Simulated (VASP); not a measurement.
Set up this calculation in VASP 6.6.1, as the native input.

| Item | Value |
| --- | --- |
| Task | single point |
| Functional | PBE-based screened hybrid with 100 % exact exchange |
| Potentials or basis | VASP PAW PBE potentials, release 64 (Tl_d, Br) |
| Cutoff | 400 eV |
| k mesh | 4 × 4 × 4 |
| Occupations | gaussian, width 0.01 eV |
| Spin | no spin polarisation |
| Dipole correction | no |
| Grid for exact exchange (PRECFOCK) | Normal |
| Share of exact exchange | 1 |
| Further INCAR settings | ALGO = Normal; EDIFF = 1e-06; NBANDS = 17 |
| Screening parameter | 0.2078 1/Å |

The system is TlBr.

```xyz
2
Lattice="3.9462 0.0000 0.0000 0.0000 3.9462 0.0000 0.0000 0.0000 3.9462" Properties=species:S:1:pos:R:3 pbc="T T T"
Tl    0.0000    0.0000    0.0000
Br    1.9731    1.9731    1.9731
```

The input as run:

POSCAR

```
TlBr
1.0
    3.9461933093      0.0000000000      0.0000000000
    0.0000000000      3.9461933093      0.0000000000
    0.0000000000      0.0000000000      3.9461933093
Tl Br
1 1
Direct
    0.0000000000      0.0000000000      0.0000000000
    0.5000000000      0.5000000000      0.5000000000
```

INCAR.step1

```
ALGO     = Normal         # electronic algorithm
EDIFF    = 1E-5           # SCF threshold, eV
ENCUT    = 400            # plane-wave cutoff, eV
GGA      = PE             # functional
GGA_COMPAT= F            
ISIF     = 2              # what is computed and relaxed
ISMEAR   = 0              # smearing method
LASPH    = T              # aspherical terms in the spheres
LCHARG   = F              # write CHGCAR
LREAL    = F              # projectors in reciprocal space
LWAVE    = T              # write WAVECAR
NBANDS   = 17             # bands
NELM     = 120            # most SCF steps
PREC     = Accurate       # precision mode
SIGMA    = 0.01           # smearing width, eV
```

INCAR.step2

```
AEXX     = 1.0            # exact-exchange fraction
AGGAC    = 1.0          
ALDAC    = 1.0          
ALGO     = Normal         # electronic algorithm
EDIFF    = 1E-6           # SCF threshold, eV
ENCUT    = 400            # plane-wave cutoff, eV
GGA      = PE             # functional
GGA_COMPAT= F            
HFSCREEN = 0.2078         # screening, 1/A
ISIF     = 2              # what is computed and relaxed
ISMEAR   = 0              # smearing method
ISTART   = 1            
LASPH    = T              # aspherical terms in the spheres
LCHARG   = F              # write CHGCAR
LHFCALC  = T              # exact exchange
LREAL    = F              # projectors in reciprocal space
LWAVE    = F              # write WAVECAR
NBANDS   = 17             # bands
NELM     = 120            # most SCF steps
PREC     = Accurate       # precision mode
PRECFOCK = Normal       
SIGMA    = 0.01           # smearing width, eV
```

KPOINTS

```
k-points
0
Gamma
  4 4 4
```

Potentials or basis: VASP PAW PBE potentials, release 64 (Tl_d, Br).

The run is started by

```sh
$ cat potpaw_PBE.64/Tl_d/POTCAR potpaw_PBE.64/Br/POTCAR > POTCAR
$ cp INCAR.step1 INCAR
$ mpirun -np 1 vasp_std > vasp.out
$ cp INCAR.step2 INCAR
$ mpirun -np 1 vasp_std > vasp.out
```

It gave:

The pressure is 0.7 GPa. The band gap on the k mesh is 4.73 eV.

Caveat: the PAW data sets were made with another functional, which shifts forces and pressure a little; spin-orbit coupling is left out, which moves the levels of the heavy elements.

Wall time 15 min on 1 thread of Intel Xeon 8259CL, with other jobs on the host, peak memory 0.26 GiB.
